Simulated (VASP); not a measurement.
**Yb: single point with LDA**

The system is Yb.

```xyz
2
Lattice="3.5497 0.0000 0.0000 -1.7749 3.0742 0.0000 0.0000 0.0000 5.8266" Properties=species:S:1:pos:R:3 pbc="T T T"
Yb    0.0000    2.0494    1.4566
Yb    1.7749    1.0247    4.3699
```

This isn't the form of Yb at room conditions, which is fcc.

| Quantity | Value |
| --- | --- |
| Program | VASP 6.6.1 |
| Task | single point |
| Functional | LDA |
| Potentials or basis | VASP PAW PBE potentials, release 64 (Yb) |
| Cutoff | 520 eV |
| k mesh | 17 × 17 × 9 |
| Occupations | fermi-dirac, width 0.1 eV |
| Spin | no spin polarisation |

The pressure is -2.2 GPa. The band gap on the k mesh is zero (bands 24 and 25 overlap by 0.23 eV).

Levels at points of the mesh, in eV from the Fermi level:
| k point | band 20 | band 21 | band 22 | band 23 | band 24 | band 25 | band 26 | band 27 | band 28 | band 29 |
| --- | --- | --- | --- | --- | --- | --- | --- | --- | --- | --- |
| (0.00, 0.00, 0.00) | -0.51 | -0.46 | -0.46 | -0.43 | -0.43 | 0.78 | 2.80 | 2.85 | 2.85 | 3.49 |

It took 7.6 min on 1 thread of Intel(R) Xeon(R) 6975P-C (Granite Rapids), on a shared host, peak memory 0.39 GiB.

Caveat: the PAW data sets were made with another functional, which shifts forces and pressure a little; spin-orbit coupling is left out, which moves the levels of the heavy elements. Spin polarisation is off, so any magnetic state and its effect on volume and gap are missing.
